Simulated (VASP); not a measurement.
A run of VASP 6.6.1 is set up as follows.

INCAR

```
SYSTEM = La
PREC = Accurate
ENCUT = 520
EDIFF = 1E-6
ISMEAR = -1
SIGMA = 0.05
LREAL = .FALSE.
LASPH = .TRUE.
NELM = 80
ALGO = Fast
ISIF = 2
LWAVE = .FALSE.
LCHARG = .TRUE.
GGA = PE
LELF = .TRUE.
LVHAR = .TRUE.
NBANDS = 12
```

The input KPOINTS:

```
regular mesh
0
G
  9 9 9
  0 0 0
```

Contents of POSCAR:

```
La
1.0
   -2.1044780000      2.1793380000      2.1245200000
    2.1382030000     -2.1291200000      2.1080260000
    2.0847550000      2.1093970000     -2.0743020000
La
1
Direct
   -0.0161300000     -0.0171580000     -0.0149420000
```

Potentials or basis: VASP PAW PBE potentials, release 64 (La).

Launch:

```console
$ cat potpaw_PBE.64/La/POTCAR > POTCAR
$ mpirun -np 1 vasp_std > vasp.out
```

Q: Predict the pressure.

A: -0.5 GPa.

Stress tensor (GPa, compression positive):
```
-0.76  0.08 -0.13
 0.08 -0.09 -0.17
-0.13 -0.17 -0.64
```

Caveat: the cell differs from its parent crystal (the cell strained at random).
